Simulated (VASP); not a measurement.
Crystal: AlAs3.

```
Al As
1.0
     5.15649    0.00000    0.00000
    -2.57824    4.46565    0.00000
     0.00000    0.00000    7.51028
Al As
2 6
Cartesian
  2.5782 1.4886 1.8776
  0.0000 2.9771 5.6327
  0.7252 1.2560 0.0000
  1.8531 3.2096 3.7551
  1.4503 0.0000 3.7551
  -1.8531 3.2096 0.0000
  3.7062 0.0000 0.0000
  -0.7252 1.2560 3.7551
```

The cell was built from a structure type or drawn by symmetry, and may not be a known phase.

* Program: VASP 6.6.1
* Task: relaxation of cell and atoms
* Functional: PBE
* Potentials or basis: VASP PAW PBE potentials, release 64 (Al, As)
* Cutoff: 600 eV
* k mesh: 6 × 6 × 2
* Occupations: gaussian, width 0.1 eV
* Spin: no spin polarisation

At the start: pressure 1.4 GPa; volume 21.62 Å³/atom.

How do energy, volume and symmetry change on relaxing?

Over 8 steps the energy falls by 13.6 meV/atom and the volume is 21.94 Å³/atom (+1.5 %); space group P6_322 (No. 182, to 0.1 Å) before and after.

Step by step:
| step | energy change (eV) | largest force (eV/Å) | pressure (GPa) | volume (Å³) |
| --- | --- | --- | --- | --- |
| 1 | 0.0000 | 0.0587 | 1.40 | 172.94 |
| 2 | -0.0526 | 0.3159 | -0.89 | 177.67 |
| 3 | -0.0526 | 0.3110 | -0.85 | 177.57 |
| 4 | -0.0926 | 0.2064 | -0.55 | 176.77 |
| 5 | -0.1075 | 0.0940 | -0.23 | 176.03 |
| 6 | -0.1082 | 0.0636 | -0.14 | 175.85 |
| 7 | -0.1087 | 0.0324 | 0.25 | 175.32 |
| 8 | -0.1092 | 0.0059 | 0.10 | 175.53 |

Final structure:
```
Al As
1.0
     5.28781    0.00000    0.00000
    -2.64391    4.57938    0.00000
     0.00000    0.00000    7.24864
Al As
2 6
Direct
  0.66667 0.33333 0.25000
  0.33333 0.66667 0.75000
  0.27394 0.27394 0.00000
  0.72606 0.72606 0.50000
  0.27394 0.00000 0.50000
  0.00000 0.72606 0.00000
  0.72606 0.00000 0.00000
  0.00000 0.27394 0.50000
```

Caveat: the k points lie up to 0.43 Å⁻¹ apart in the final cell, too coarse for converged energies and pressures of a metal.
